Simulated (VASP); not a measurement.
Wanted: the native input for a VASP 6.6.1 run.

- Task: single point
- Functional: PBE
- Potentials or basis: VASP PAW PBE potentials, release 64 (Cu, H)
- Cutoff: 520 eV
- k mesh: 5 × 5 × 1
- Occupations: gaussian, width 0.1 eV
- Spin: no spin polarisation
- Dipole correction: yes
- Further INCAR settings: ALGO = Normal; EDIFF = 1e-07; NBANDS = 80

The structure of Cu6H lies in POSCAR:

```
Cu6H
1.0
    5.1332392722      0.0000000000      0.0000000000
    0.0000000000      5.1332392722      0.0000000000
    0.0000000000      0.0000000000     21.5289058579
Cu H
12 2
Direct
    0.2500000000      0.2500000000      0.1857967157
    0.2500000000      0.7500000000      0.1857967157
    0.7500000000      0.2500000000      0.1857967157
    0.7500000000      0.7500000000      0.1857967157
    0.0000000000      0.0000000000      0.2677566944
    0.0000000000      0.5000000000      0.2677566944
    0.5000000000      0.0000000000      0.2677566944
    0.5000000000      0.5000000000      0.2677566944
    0.2500000000      0.2500000000      0.3497114952
    0.2500000000      0.7500000000      0.3497114952
    0.7500000000      0.2500000000      0.3497114952
    0.7500000000      0.7500000000      0.3497114952
   -0.0081216128      1.0000000000      0.3706136257
    0.5081216128      1.0000000000      0.3706136257
```

The input as run:

INCAR

```
ALGO = Normal ; DIPOL = 0.5 0.5 0.282
EDIFF = 1E-7 ; ENCUT = 520
GGA = PE ; IDIPOL = 3
ISIF = 2 ; ISMEAR = 0
LASPH = True ; LCHARG = True
LDIPOL = True ; LELF = True
LREAL = False ; LVACPOTAV = True
LVHAR = True ; LWAVE = False
NBANDS = 80 ; NELM = 80
PREC = Accurate ; SIGMA = 0.1
```

KPOINTS

```
k-points
0
Gamma
  5 5 1
```

Potentials or basis: VASP PAW PBE potentials, release 64 (Cu, H).

Run with:

```sh
$ cat potpaw_PBE.64/Cu/POTCAR potpaw_PBE.64/H/POTCAR > POTCAR
$ mpirun -np 1 vasp_std > vasp.out
```

Results of the run:

| Property | Result |
| --- | --- |
| Largest force | 0.593 eV/Å |
| Band gap on the k mesh | zero (bands 67 and 68 overlap by 0.47 eV) |

Wall time 27 min on 1 thread of Intel(R) Xeon(R) Platinum 8488C (Sapphire Rapids), with other jobs on the host, peak memory 0.72 GiB.
